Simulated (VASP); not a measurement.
AlN, 8 atoms in the cell. The typed cell holds 8 atoms: a = 3.130 Å, b = 3.130 Å, c = 10.667 Å, α = 72.93°, β = 72.93°, γ = 60.00°. 

| Item | Value |
| --- | --- |
| Program | VASP 6.6.1 |
| Task | single point |
| Functional | PBE |
| Potentials or basis | VASP PAW PBE potentials, release 64 (Al, N) |
| Cutoff | 520 eV |
| k mesh | 8 × 8 × 3 |
| Occupations | gaussian, width 0.05 eV |
| Spin | no spin polarisation |
| Dipole correction | no |
| Further INCAR settings | ALGO = Normal; EDIFF = 1e-06; NBANDS = 26 |

Potentials or basis: VASP PAW PBE potentials, release 64 (Al, N).

Run with:

```bash
$ cat potpaw_PBE.64/Al/POTCAR potpaw_PBE.64/N/POTCAR > POTCAR
$ mpirun -np 1 vasp_std > vasp.out
```

Hardware: 1 thread of Intel(R) Xeon(R) 6975P-C (Granite Rapids) (shared host).

Task: How long does it take, and how much memory?

Result: It took 45 s on 1 thread of Intel(R) Xeon(R) 6975P-C (Granite Rapids), with other jobs on the host, peak memory 0.24 GiB. Counts: scf iterations 14, k points 57.
